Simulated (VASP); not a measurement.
# InP in VASP: notebook, part 2 of 2

VASP 6.6.1.

## 5. Single point, PBE (strain -0.030 along x and y, +0.000 along z)

Contents of INCAR:

```
SYSTEM = InP
ALGO = Normal ; EDIFF = 1E-6
ENCUT = 520 ; GGA = PE
ISIF = 2 ; ISMEAR = 0
LASPH = .TRUE. ; LCHARG = .FALSE.
LREAL = .FALSE. ; LWAVE = .FALSE.
NBANDS = 16 ; NELM = 60
PREC = Accurate ; SIGMA = 0.15
```

Contents of KPOINTS:

```
k-points
0
G
  18 18 18
  0 0 0
```

Contents of POSCAR:

```
InP
1.0
    0.0000000000      2.6870556022      2.7701604146
    2.6870556022      0.0000000000      2.7701604146
    2.6870556022      2.6870556022      0.0000000000
In P
1 1
Direct
    0.0000000000      0.0000000000      0.0000000000
    0.5000000000      0.5000000000      0.5000000000
```

On the command line:

```console
> cat potpaw_PBE.64/In_d/POTCAR potpaw_PBE.64/P/POTCAR > POTCAR
> mpirun -np 1 vasp_std > vasp.out
```

Run time: 2.1 min. Hardware: 1 thread of Intel Xeon 6975P-C (Granite Rapids), shared host; peak memory 0.4 GiB.

Results (log left out):

| Quantity | Value |
| --- | --- |
| Free energy | -7.8720 eV |
| Pressure | 5.3 GPa |
| Band gap on the k mesh | zero (band 9 reaches 8.17 eV, above the bottom of band 10 at 5.39 eV) |

Stress tensor (GPa, compression positive):
```
6.65 0.00 0.00
0.00 6.65 0.00
0.00 0.00 2.63
```

Levels at points of the mesh, in eV from the Fermi level:
```csv
k point,band 7,band 8,band 9,band 10,band 11,band 12
"(0.00, 0.00, 0.00)",-0.43,-0.43,-0.15,1.02,6.96,7.18
"(0.50, 0.00, 0.00)",-6.97,0.06,0.24,2.47,3.31,3.52
"(0.50, 0.50, 0.00)",-5.33,-2.45,-2.45,-2.20,3.81,10.49
"(0.50, 0.00, 0.50)",-5.34,-2.77,-2.55,-2.40,3.67,9.85
```

Caveat: the cell differs from its parent crystal (strain -0.030 along x and y, +0.000 along z); spin-orbit coupling is left out, which moves the levels of the heavy elements.

## 6. Single point, PBE (strain -0.015 along x and y, -0.030 along z)

Contents of INCAR:

```
SYSTEM = InP
ALGO     = Normal         ! electronic algorithm
EDIFF    = 1E-6           ! SCF threshold, eV
ENCUT    = 520            ! plane-wave cutoff, eV
GGA      = PE             ! functional
ISIF     = 2              ! what is computed and relaxed
ISMEAR   = 0              ! smearing method
LASPH    = .TRUE.         ! aspherical terms in the spheres
LCHARG   = .FALSE.        ! write CHGCAR
LREAL    = .FALSE.        ! projectors in reciprocal space
LWAVE    = .FALSE.        ! write WAVECAR
NBANDS   = 16             ! bands
NELM     = 100            ! most SCF steps
PREC     = Accurate       ! precision mode
SIGMA    = 0.15           ! smearing width, eV
```

KPOINTS is that of step 5.

Contents of POSCAR:

```
InP
1.0
    0.0000000000      2.7286080084      2.6870556022
    2.7286080084      0.0000000000      2.6870556022
    2.7286080084      2.7286080084      0.0000000000
In P
1 1
Direct
    0.0000000000      0.0000000000      0.0000000000
    0.5000000000      0.5000000000      0.5000000000
```

Potentials or basis: VASP PAW PBE potentials, release 64 (In_d, P).

On the command line:

```console
> cat potpaw_PBE.64/In_d/POTCAR potpaw_PBE.64/P/POTCAR > POTCAR
> mpirun -np 1 vasp_std > vasp.out
```

OUTCAR:

```text
SYSTEM = InP
   EDIFF = 1E-6
   ENCUT = 520
   GGA = PE
   ISIF = 2
   ISMEAR = 0
   LASPH = .TRUE.
   LREAL = .FALSE.
   NELM = 100
   PREC = Accurate

 ion  position               nearest neighbor table
   1  0.000  0.000  0.000-   2 2.69   2 2.69   2 2.73   2 2.73   2 2.73   2 2.73
   2  0.500  0.500  0.500-   1 2.69   1 2.69   1 2.73   1 2.73   1 2.73   1 2.73

  LATTYP: Found a body centered tetragonal cell.
 ALAT       =     3.8588344519
 C/A-ratio  =     1.3926773152

  Lattice vectors:

[... 643 lines left out ...]
------------------------ aborting loop because EDIFF is reached ----------------------------------------

  FORCE on cell =-STRESS in cart. coord.  units (eV):
  Direction    XX          YY          ZZ          XY          YZ          ZX
  --------------------------------------------------------------------------------------
  -------------------------------------------------------------------------------------
  Total        1.1060039      1.1060039      1.6707477      0.0000000      0.0000000      0.0000000
  in kB       44.2872062     44.2872062     66.9009831      0.0000000      0.0000000      0.0000000
  external PRESSURE =      51.8251318 kB  Pullay stress =       0.0000000 kB

 VOLUME and BASIS-vectors are now :
 -----------------------------------------------------------------------------
  energy-cutoff  :      520.00
  volume of cell :       40.01
      direct lattice vectors                 reciprocal lattice vectors
     0.000000000  2.728608008  2.687055602    -0.183243617  0.183243617  0.186077281
     2.728608008  0.000000000  2.687055602     0.183243617 -0.183243617  0.186077281
     2.728608008  2.728608008  0.000000000     0.183243617  0.183243617 -0.186077281

 POSITION                                       TOTAL-FORCE (eV/Angst)
 -----------------------------------------------------------------------------------
      0.00000      0.00000      0.00000         0.000000      0.000000     -0.000000
      2.72861      2.72861      2.68706         0.000000      0.000000      0.000000
 -----------------------------------------------------------------------------------
    total drift:                               -0.000000      0.000000      0.000000

  FREE ENERGIE OF THE ION-ELECTRON SYSTEM (eV)
  ---------------------------------------------------
  free  energy   TOTEN  =        -7.8798504176 eV

  energy  without entropy=       -7.8669098901  energy(sigma->0) =       -7.87338015
```

OSZICAR:

```text
N       E                     dE             d eps       ncg     rms          rms(c)
DAV:   1     0.108966257907E+03    0.10897E+03   -0.84901E+03 15496   0.135E+03
DAV:   2    -0.175363813514E+01   -0.11072E+03   -0.10591E+03 17448   0.310E+02
DAV:   3    -0.805275674678E+01   -0.62991E+01   -0.62226E+01 20064   0.700E+01
DAV:   4    -0.819985234523E+01   -0.14710E+00   -0.14702E+00 19384   0.108E+01
DAV:   5    -0.820653906039E+01   -0.66867E-02   -0.66866E-02 22752   0.207E+00    0.529E+00
DAV:   6    -0.789275991577E+01    0.31378E+00   -0.53817E-01 23336   0.132E+01    0.305E+00
DAV:   7    -0.788041660481E+01    0.12343E-01   -0.87435E-02 23384   0.263E+00    0.128E+00
DAV:   8    -0.787977572500E+01    0.64088E-03   -0.70121E-03 20480   0.111E+00    0.167E-01
DAV:   9    -0.787982596054E+01   -0.50236E-04   -0.53114E-04 23904   0.398E-01    0.891E-02
DAV:  10    -0.787983868328E+01   -0.12723E-04   -0.43284E-05 20056   0.564E-02    0.476E-02
DAV:  11    -0.787984932063E+01   -0.10637E-04   -0.11351E-05 19896   0.243E-02    0.856E-03
DAV:  12    -0.787985054978E+01   -0.12291E-05   -0.23893E-06 18264   0.252E-02    0.714E-03
DAV:  13    -0.787985041759E+01    0.13219E-06   -0.12642E-07 10856   0.352E-03
   1 F= -.78798504E+01 E0= -.78733802E+01  d E =-.129405E-01
```

stdout:

```text
POSCAR found type information on POSCAR InP
 POSCAR found :  2 types and       2 ions
 scaLAPACK will be used
 LDA part: xc-table for (Slater+PW92), standard interpolation
 POSCAR, INCAR and KPOINTS ok, starting setup
 FFT: planning ... GRIDC
 FFT: planning ... GRID_SOFT
 FFT: planning ... GRID
 WAVECAR not read
 entering main loop
```

It took 1.9 min on 1 thread of Intel Xeon 6975P-C (Granite Rapids), shared host; peak memory 0.4 GiB.

What came out:

```
Free energy            : -7.8799 eV
Pressure               : 5.2 GPa
Band gap on the k mesh : zero (band 9 reaches 8.11 eV, above the bottom of band 10 at 5.24 eV)
```

Caveat: the cell differs from its parent crystal (strain -0.015 along x and y, -0.030 along z); spin-orbit coupling is left out, which moves the levels of the heavy elements.

## 7. The runs side by side

```tsv
cell	gap on the mesh (eV)	pressure (GPa)
a = 4.035 Å, angles 60.0°, 2 atoms	none	-5.3
a = 3.800 Å, angles 60.0°, 2 atoms	none	8.4
a = 3.830, b = 3.830, c = 3.800 Å, angles 60.3, 60.3, 59.5°, 2 atoms	none	6.7
a = 3.859, b = 3.859, c = 3.800 Å, angles 60.5, 60.5, 59.0°, 2 atoms	none	5.3
a = 3.830, b = 3.830, c = 3.859 Å, angles 59.7, 59.7, 60.5°, 2 atoms	none	5.2
```

Alike in all rows: task single point; level PBE; potentials or basis VASP PAW PBE potentials, release 64 (In_d, P); no spin polarisation; k mesh 18 × 18 × 18; cutoff (eV) 520; smearing gaussian 0.15 eV.

Caveats: spin-orbit coupling is left out, which moves the levels of the heavy elements.

Total energies depend on the potentials used, so only differences within one code and one set of settings carry meaning.
